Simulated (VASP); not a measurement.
# Cu (P2/m) in VASP: single point with PBEsol+D3(BJ)

Aim: the single point of Cu with PBEsol+D3(BJ).

Program: VASP 6.6.1. These are calculated values, not measurements. Logs are shortened: lines on timing, memory, paths and dates and some standing lists are left out, and cuts for length are marked.

### 1 The cell of the first run

Symmetry: P2/m, No. 10, monoclinic system. Conventional cell: a = 10.267 Å, b = 2.001 Å, c = 22.122 Å, α = 90.00°, β = 100.62°, γ = 90.00°. Cu (site symmetry 2/m) has 2 Cu at 2.00 Å within 2.7 Å.

### 2 Single point, PBEsol+D3(BJ) (strain -0.1125 x Voigt [1, 1, 0, 0, 0, 0])

The input, INCAR:

```
SYSTEM = Cu
PREC = Accurate
ENCUT = 520
EDIFF = 1E-7
ISMEAR = 0
SIGMA = 0.15
LREAL = .False.
LASPH = .True.
NELM = 80
ALGO = Fast
ISIF = 2
LWAVE = .False.
LCHARG = .False.
GGA = PS
IVDW = 12
NBANDS = 12
```

The input, KPOINTS:

```
Automatic mesh
0
Gamma
  6 26 4
  0 0 0
```

The input, POSCAR:

```
Cu
1.0
   10.2668861360      0.0000000000      0.0000014014
    0.0000000000      2.0009886217      0.0000000000
   -4.0779330242      0.0000000000     21.7431577353
Cu
1
Direct
    0.5000000000      0.5000000000      0.5000000000
```

Potentials or basis: VASP PAW PBE potentials, release 64 (Cu).

Command:

```bash
cat potpaw_PBE.64/Cu/POTCAR > POTCAR
mpirun -np 1 vasp_std > vasp.out
```

OUTCAR:

```text
SYSTEM = Cu
   PREC = Accurate
   ENCUT = 520
   EDIFF = 1E-7
   ISMEAR = 0
   LREAL = .False.
   LASPH = .True.
   NELM = 80
   ISIF = 2
   GGA = PS
   IVDW = 12
 IVDW          = 12

 ion  position               nearest neighbor table
   1  0.500  0.500  0.500-

  LATTYP: Found a simple monoclinic cell.
 ALAT       =    10.2668861360
 B/A-ratio  =     0.1948973228
 C/A-ratio  =     2.1547196521
 COS(beta)  =    -0.1843360404

  Lattice vectors:

 A1 = (  10.2668861360,   0.0000000000,   0.0000014014)
 A2 = (   0.0000000000,   2.0009886217,   0.0000000000)
 A3 = (  -4.0779330242,   0.0000000000,  21.7431577353)

Analysis of symmetry for initial positions (statically):
=====================================================================
 Subroutine PRICEL returns:
 Original cell was already a primitive cell.

 Routine SETGRP: Setting up the symmetry group for a
 simple monoclinic supercell.

 Subroutine GETGRP returns: Found  4 space group operations
 (whereof  4 operations were pure point group operations)
 out of a pool of  4 trial point group operations.

The static configuration has the point symmetry C_2h.

Analysis of symmetry for dynamics (positions and initial velocities):
=====================================================================
 Subroutine PRICEL returns:
 Original cell was already a primitive cell.

 Routine SETGRP: Setting up the symmetry group for a
 simple monoclinic supercell.

 Subroutine GETGRP returns: Found  4 space group operations
 (whereof  4 operations were pure point group operations)
 out of a pool of  4 trial point group operations.

The dynamic configuration has the point symmetry C_2h.

 Subroutine INISYM returns: Found  4 space group operations
 (whereof  4 operations are pure point group operations),
 and found     1 'primitive' translations

----------------------------------------------------------------------------------------

                                     Primitive cell

  volume of cell :     446.6898

  direct lattice vectors                    reciprocal lattice vectors
    10.266886136  0.000000000  0.000001401     0.097400513  0.000000000  0.018267483
     0.000000000  2.000988622  0.000000000     0.000000000  0.499752967  0.000000000
    -4.077933024  0.000000000 21.743157735    -0.000000006  0.000000000  0.045991479

  length of vectors
    10.266886136  2.000988622 22.122261323     0.099098743  0.499752967  0.045991479

  position of ions in fractional coordinates (direct lattice)
     0.500000000  0.500000000  0.500000000

  ion indices of the primitive-cell ions
   primitive index   ion index
                 1           1

----------------------------------------------------------------------------------------

 KPOINTS: Automatic mesh

Automatic generation of k-mesh.
 Grid dimensions read from file:
 generate k-points for:    6   26    4

 Generating k-lattice:

  Cartesian coordinates                     Fractional coordinates (reciprocal lattice)
     0.016233419  0.000000000  0.003044581     0.166666667  0.000000000  0.000000000
     0.000000000  0.019221268  0.000000000     0.000000000  0.038461538  0.000000000
    -0.000000002  0.000000000  0.011497870     0.000000000  0.000000000  0.250000000

  Length of vectors
     0.016516457  0.019221268  0.011497870

  Shift w.r.t. Gamma in fractional coordinates (k-lattice)
     0.000000000  0.000000000  0.000000000

 Subroutine IBZKPT returns following result:
 ===========================================

 Found    196 irreducible k-points:

 Following reciprocal coordinates:
            Coordinates               Weight
  0.000000  0.000000  0.000000      1.000000
  0.166667  0.000000 -0.000000      2.000000
  0.333333  0.000000 -0.000000      2.000000
  0.500000  0.000000 -0.000000      1.000000
  0.000000  0.038462  0.000000      2.000000
  0.166667  0.038462 -0.000000      4.000000
[... 16 lines left out ...]
  0.333333  0.192308 -0.000000      4.000000
  0.500000  0.192308 -0.000000      2.000000
 [... further k-points ...]
   k-points           NKPTS =    196   k-points in BZ     NKDIM =    196   number of bands    NBANDS=     12
   number of dos      NEDOS =    301   number of ions     NIONS =      1
   total plane-waves  NPLWV = 215040
   dimension x,y,z NGX =    80 NGY =   16 NGZ =  168
   dimension x,y,z NGXF=   160 NGYF=   32 NGZF=  336
   ions per type =               1
   NGX,Y,Z   is equivalent  to a cutoff of  12.95, 13.29, 12.62 a.u.
   NGXF,Y,Z  is equivalent  to a cutoff of  25.91, 26.59, 25.25 a.u.
 SYSTEM =  Cu
   PREC   = accura    normal or accurate (medium, high low for compatibility)
   ISTART =      0    job   : 0-new  1-cont  2-samecut
   ICHARG =      2    charge: 1-file 2-atom 10-const
   ISPIN  =      1    spin polarized calculation?
   LNONCOLLINEAR =      F non collinear calculations
   LSORBIT =      F    spin-orbit coupling
   LASPH  =      T    aspherical Exc in radial PAW
   ENCUT  =  520.0 eV  38.22 Ry    6.18 a.u.  19.09  3.72 41.13*2*pi/ulx,y,z
   NELM   =     80;   NELMIN=  2; NELMDL= -5     # of ELM steps
   EDIFF  = 0.1E-06   stopping-criterion for ELM
   LREAL  =      F    real-space projection
   EDIFFG = 0.1E-05   stopping-criterion for IOM
   NSW    =      0    number of steps for IOM
   IBRION =     -1    ionic relax: 0-MD 1-quasi-New 2-CG
   NFREE  =      0    steps in history (QN), initial steepest desc. (CG)
   ISIF   =      2    stress and relaxation
   ISYM   =      2    0-nonsym 1-usesym 2-fastsym
   POTIM  = 0.5000    time-step for ionic-motion
   TEBEG  =    0.0;   TEEND  =   0.0 temperature during run
   PSTRESS=    0.0 pullay stress
   NELECT =      11.0000    total number of electrons
   NUPDOWN=      -1.0000    fix difference up-down
   EMIN   =  10.00;   EMAX   =-10.00  energy-range for DOS
   EFERMI =   0.00;   METHOD = LEGACY
   ISMEAR =     0;   SIGMA  =   0.15  broadening in eV -4-tet -1-fermi 0-gaus
   EFERMI_NEDOS =   21; number of points for ismear=-14 and -15
   IALGO  =     68    algorithm
   IMIX   =      4    mixing-type and parameters
     AMIX     =   0.40;   BMIX     =  1.00
     AMIX_MAG =   1.60;   BMIX_MAG =  1.00
  volume/ion in A,a.u.               =     446.69      3014.41
  Fermi-wavevector in a.u.,A,eV,Ry     =   0.476289  0.900055  3.086496  0.226851
  Thomas-Fermi vector in A             =   1.471598
   LORBIT       =      0    0 simple, 1 ext, 2 COOP (PROOUT), +10 PAW based schemes
   GGA     = PS    functional components
   LHFCALC =     F    Hartree Fock is set to
   AEXX    =    0.0000 exact exchange contribution
   IVDW    =    12    specifies the selected vdW correction
   LEPSILON=     F    determine dielectric tensor
   LRPA    =     F    only Hartree local field effects (RPA)
 non-spin polarized calculation
 RMM-DIIS sequential band-by-band and
 Gauss-broadening in eV      SIGMA  =   0.15
  energy-cutoff  :      520.00
  volume of cell :      446.69
 maximum number of plane-waves:     12090
 NGX is ok and might be reduce to    80
   NGX = 39   NGY =  7   NGZ = 83

 number of electron      10.9999998 magnetization

 Free energy of the ion-electron system (eV)
  ---------------------------------------------------
  ext. energy  EPLUGINS =         0.00000000
  ---------------------------------------------------
  free energy    TOTEN  =        -1.61581447 eV

  energy without entropy =       -1.59476906  energy(sigma->0) =       -1.60529177

 E-fermi :  -4.9042     XC(G=0):  -0.8418

 val. band max:       -4.9310218394   @ k =   0.5000   0.2692  -0.0000
 cond. band min:      -4.1963543318   @ k =   0.0000   0.3077   0.2500
 fundamental gap:      0.7346675076
 Fermi energy:        -4.9042029012

 k-point     1 :       0.0000    0.0000    0.0000
  band No.  band energies     occupation
      1      -9.8000      2.00000
      2      -6.7726      2.00000
      3      -6.4581      2.00000
      4      -6.4580      2.00000
      5      -4.9629      1.42011
      6      -4.9629      1.42009
      7      -2.3822      0.00000
      8      -2.3682      0.00000
      9       0.0689      0.00000
     10       0.5026      0.00000
     11       0.5628      0.00000
     12       1.0731      0.00000

 k-point     2 :       0.1667    0.0000   -0.0000
  band No.  band energies     occupation
      1      -9.8000      2.00000
      2      -6.7726      2.00000
      3      -6.4580      2.00000
      4      -6.4580      2.00000
      5      -4.9629      1.42011
      6      -4.9629      1.42009
      7      -2.3815      0.00000
      8      -2.3747      0.00000
      9       0.1306      0.00000
     10       0.5298      0.00000
     11       0.6143      0.00000
     12       1.0476      0.00000

 k-point     3 :       0.3333    0.0000   -0.0000
  band No.  band energies     occupation
      1      -9.8000      2.00000
      2      -6.7724      2.00000
      3      -6.4580      2.00000
      4      -6.4580      2.00000
      5      -4.9629      1.42011
      6      -4.9629      1.42009
      7      -2.3875      0.00000
      8      -2.3801      0.00000
      9       0.2981      0.00000
     10       0.6059      0.00000
     11       0.7604      0.00000
     12       0.8428      0.00000

 k-point     4 :       0.5000    0.0000   -0.0000
  band No.  band energies     occupation
      1      -9.8000      2.00000
      2      -6.7724      2.00000
      3      -6.4580      2.00000
      4      -6.4580      2.00000
      5      -4.9629      1.42010
      6      -4.9629      1.42009
      7      -2.3937      0.00000
      8      -2.3794      0.00000
      9       0.4867      0.00000
     10       0.6159      0.00000
     11       0.6869      0.00000
     12       0.8077      0.00000

 k-point     5 :       0.0000    0.0385    0.0000
  band No.  band energies     occupation
      1      -9.7263      2.00000
      2      -6.7380      2.00000
      3      -6.4473      2.00000
      4      -6.4473      2.00000
      5      -5.0469      1.82138
      6      -5.0469      1.82135
      7      -2.2817      0.00000
      8      -2.2671      0.00000
      9       0.1236      0.00000
     10       0.5579      0.00000
     11       0.6202      0.00000
     12       1.1281      0.00000
[... 228 lines left out ...]
      1      -8.0814      2.00000
      2      -6.2817      2.00000
      3      -6.2817      2.00000
      4      -6.2196      2.00000
      5      -6.2196      2.00000
      6      -5.8991      2.00000
      7      -0.4897      0.00000
      8      -0.4660      0.00000
      9       1.4362      0.00000
     10       1.8854      0.00000
     11       1.9841      0.00000
     12       2.4485      0.00000

 k-point    22 :       0.1667    0.1923   -0.0000
  band No.  band energies     occupation
      1      -8.0814      2.00000
      2      -6.2817      2.00000
      3      -6.2817      2.00000
      4      -6.2196      2.00000
      5      -6.2196      2.00000
      6      -5.8990      2.00000
      7      -0.4884      0.00000
      8      -0.4771      0.00000
      9       1.5033      0.00000
     10       1.9224      0.00000
     11       2.0239      0.00000
     12       2.4339      0.00000

 k-point    23 :       0.3333    0.1923   -0.0000
  band No.  band energies     occupation
      1      -8.0814      2.00000
      2      -6.2817      2.00000
      3      -6.2817      2.00000
      4      -6.2196      2.00000
      5      -6.2196      2.00000
      6      -5.8989      2.00000
      7      -0.4982      0.00000
      8      -0.4858      0.00000
      9       1.6785      0.00000
     10       2.0045      0.00000
     11       2.1562      0.00000
     12       2.2496      0.00000

 k-point    24 :       0.5000    0.1923   -0.0000
  band No.  band energies     occupation
      1      -8.0814      2.00000
      2      -6.2817      2.00000
      3      -6.2817      2.00000
      4      -6.2196      2.00000
      5      -6.2196      2.00000
      6      -5.8989      2.00000
      7      -0.5084      0.00000
      8      -0.4845      0.00000
      9       1.8505      0.00000
     10       2.0435      0.00000
     11       2.0693      0.00000
     12       2.2337      0.00000

 [... further k-points ...]

------------------------ aborting loop because EDIFF is reached ----------------------------------------

 Edisp (eV)   -0.03264

 E8    (eV) :    -0.0223

  FORCE on cell =-STRESS in cart. coord.  units (eV):
  Direction    XX          YY          ZZ          XY          YZ          ZX
  --------------------------------------------------------------------------------------
  -------------------------------------------------------------------------------------
  Total      -0.00336     6.25240     0.00390     0.00000     0.00000     0.00000
  in kB      -0.01204    22.42597     0.01397     0.00000     0.00000     0.00001
  external pressure =        7.48 kB  Pullay stress =        0.00 kB

 VOLUME and BASIS-vectors are now :
 -----------------------------------------------------------------------------
  energy-cutoff  :      520.00
  volume of cell :      446.69
      direct lattice vectors                 reciprocal lattice vectors
    10.266886136  0.000000000  0.000001401     0.097400513  0.000000000  0.018267483
     0.000000000  2.000988622  0.000000000     0.000000000  0.499752967  0.000000000
    -4.077933024  0.000000000 21.743157735    -0.000000006  0.000000000  0.045991479

 POSITION                                       TOTAL-FORCE (eV/Angst)
 -----------------------------------------------------------------------------------
      3.09448      1.00049     10.87158         0.000000      0.000000      0.000000
 -----------------------------------------------------------------------------------
    total drift:                               -0.000000     -0.000000     -0.000000

  FREE ENERGIE OF THE ION-ELECTRON SYSTEM (eV)
  ---------------------------------------------------
  free  energy   TOTEN  =        -1.6484571688 eV

  energy  without entropy=       -1.6274117510  energy(sigma->0) =       -1.63793446
```

Run time: 23 min. Hardware: 1 thread of Intel Xeon Platinum 8559C (Emerald Rapids), shared host; peak memory 1.2 GiB.

Results:

| Quantity | Value |
| --- | --- |
| Free energy | -1.6485 eV |
| Pressure | 0.7 GPa |
| Dispersion energy per atom | -0.033 eV |

Levels at points of the mesh, in eV from the Fermi level:
```
           k point  band 4  band 5  band 6  band 7  band 8  band 9
(0.00, 0.00, 0.00)   -1.55   -0.06   -0.06    2.52    2.54    4.97
(0.50, 0.00, 0.00)   -1.55   -0.06   -0.06    2.51    2.52    5.39
(0.00, 0.50, 0.00)   -0.81   -0.12    5.17    9.63   11.86   11.87
(0.50, 0.50, 0.00)   -0.81   -0.12    5.17    9.63   11.85   11.86
(0.00, 0.00, 0.50)   -1.55   -0.06   -0.06    2.52    2.54    4.99
(0.50, 0.00, 0.50)   -1.55   -0.06   -0.06    2.51    2.52    5.40
(0.00, 0.50, 0.50)   -0.81   -0.12    5.17    9.63   11.86   11.87
(0.50, 0.50, 0.50)   -0.81   -0.12    5.17    9.63   11.85   11.86
```

Caveat: the cell differs from its parent crystal (strain -0.1125 x Voigt [1, 1, 0, 0, 0, 0]); the PAW data sets were made with another functional, which shifts forces and pressure a little; pairwise dispersion overbinds metals, which lowers pressure and volume.
